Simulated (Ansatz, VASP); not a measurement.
# Two plane-wave programs on Si2Mo

Contents of INCAR:

```
PREC = Accurate
ENCUT = 520
EDIFF = 1E-6
ISMEAR = 0
SIGMA = 0.15
LREAL = F
LASPH = T
NELM = 100
ALGO = Normal
ISIF = 2
LWAVE = F
LCHARG = F
GGA = PS
NBANDS = 43
```

KPOINTS

```
regular mesh
0
Gamma
  12 12 6
```

Contents of POSCAR:

```
Si2Mo
1.0
    4.5744403909      0.0000000000      0.0000000000
   -2.2872201955      3.9615815866      0.0000000000
    0.0000000000      0.0000000000      6.5665572496
Si Mo
6 3
Direct
    0.1641680652      0.8358319348      0.8333333333
    0.3283361304      0.1641680652      0.1666666667
    0.8358319348      0.6716638696      0.5000000000
    0.8358319348      0.1641680652      0.8333333333
    0.6716638696      0.8358319348      0.1666666667
    0.1641680652      0.3283361304      0.5000000000
    0.5000000000      0.0000000000      0.5000000000
    0.0000000000      0.5000000000      0.1666666667
    0.5000000000      0.5000000000      0.8333333333
```

Input for Ansatz:

```yaml
crystal:
  lattice:
    - [4.5744403909, 0.0, 0.0]
    - [-2.2872201955, 3.9615815866, 0.0]
    - [0.0, 0.0, 6.5665572496]
  atoms:
    - { symbol: Si, position: [0.1641680652, 0.8358319348, 0.8333333333] }
    - { symbol: Si, position: [0.3283361304, 0.1641680652, 0.1666666667] }
    - { symbol: Si, position: [0.8358319348, 0.6716638696, 0.5] }
    - { symbol: Si, position: [0.8358319348, 0.1641680652, 0.8333333333] }
    - { symbol: Si, position: [0.6716638696, 0.8358319348, 0.1666666667] }
    - { symbol: Si, position: [0.1641680652, 0.3283361304, 0.5] }
    - { symbol: Mo, position: [0.5, 0.0, 0.5] }
    - { symbol: Mo, position: [0.0, 0.5, 0.1666666667] }
    - { symbol: Mo, position: [0.5, 0.5, 0.8333333333] }
basis:
  ecutwfc: 420
kpoints:
  mp_grid: { grid: [12, 12, 6] }
hamiltonian:
  xc: pbesol
scf:
  occupations: { method: gaussian, width: 0.15 }
output:
  forces: true
  stress: true
  eigenvalues: true
  write_density: true
  write_potential: true
  elf: true
  volumetric_format: npy
```

Alike in both runs: task single point; functional PBEsol; k mesh 12 × 12 × 6; occupations gaussian, width 0.15 eV; no spin polarisation.

|  | VASP | Ansatz |
| --- | --- | --- |
| version | VASP 6.6.1 | Ansatz 0.2.0 |
| potentials or method | VASP PAW PBE potentials, release 64 (Si, Mo_sv), cutoff 520 eV | scalar-relativistic, plane waves, PAW |
| valence electrons in the cell | 66 | 66 |

VASP gave:

| Item | Value |
| --- | --- |
| gap on the k mesh at the Fermi level (eV) | 0.03 |
| least direct gap on the mesh (eV) | 0.53 |
| pressure (GPa) | 0.4 |

Question: Which values does Ansatz return?

Answer: gap on the k mesh at the Fermi level (eV): 0.04; least direct gap on the mesh (eV): 0.54; pressure (GPa): 0.0.

VASP's potentials were made for PBE, not for PBEsol.
